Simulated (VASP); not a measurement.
InSe: single point with PBEsol

InSe:

```xyz
4
Lattice="6.5359 -2.0553 -0.0053 6.5359 2.0553 -0.0053 -1.7857 0.0000 4.2721" Properties=species:S:1:pos:R:3 pbc="T T T"
In   11.5271    0.0000    0.1147
In   -0.2411    0.0000    4.1468
Se    7.4200    0.0000    2.7165
Se    3.8660    0.0000    1.5450
```

This cell differs from its parent crystal: strain +0.1125 x Voigt [1, 0, 0, 0, 0, 0].

```yaml
Program: VASP 6.6.1
Task: single point
Functional: PBEsol
Potentials_or_basis: VASP PAW PBE potentials, release 64 (In_d, Se)
Cutoff: 520 eV
k_mesh: 8 × 8 × 6
Occupations: gaussian, width 0.05 eV
Spin: no spin polarisation
```

```yaml
Pressure: -4.9 GPa
Largest_force: 0.287 eV/Å
Band_gap_on_the_k_mesh: zero (bands 19 and 20 overlap by 0.22 eV)
```

Forces on the atoms (eV/Å):
```
In   0.023  0.000 -0.120
In  -0.023  0.000  0.120
Se   0.101  0.000  0.269
Se  -0.101  0.000 -0.269
```

Stress tensor (GPa, compression positive):
```
-9.40  0.00 -0.06
 0.00 -2.39  0.00
-0.06  0.00 -2.83
```

Levels at points of the mesh, in eV from the Fermi level:
```
           k point  band 16  band 17  band 18  band 19  band 20  band 21  band 22  band 23
(0.00, 0.00, 0.00)    -2.56    -2.10    -1.68    -1.41     1.49     3.58     3.90     4.85
(0.50, 0.00, 0.00)    -1.92    -1.63    -1.52    -0.89     1.28     1.88     2.89     3.25
(0.50, 0.50, 0.00)    -2.41    -1.36    -1.02    -0.37    -0.22     1.77     2.96     4.47
(0.00, 0.00, 0.50)    -1.68    -1.66    -1.12    -0.25     0.88     2.27     3.16     3.61
(0.50, 0.00, 0.50)    -3.41    -2.53    -2.25    -2.09     0.78     2.82     3.72     4.01
(0.50, 0.50, 0.50)    -1.52    -1.47    -1.33    -0.17     1.68     2.50     2.70     4.04
```

Wall time 4.6 min on 1 thread of Intel(R) Xeon(R) 6975P-C (Granite Rapids), with other jobs on the host, peak memory 0.51 GiB.

Caveat: the cell differs from its parent crystal (strain +0.1125 x Voigt [1, 0, 0, 0, 0, 0]); the cell stands under tension; the PAW data sets were made with another functional, which shifts forces and pressure a little; spin-orbit coupling is left out, which moves the levels of the heavy elements.
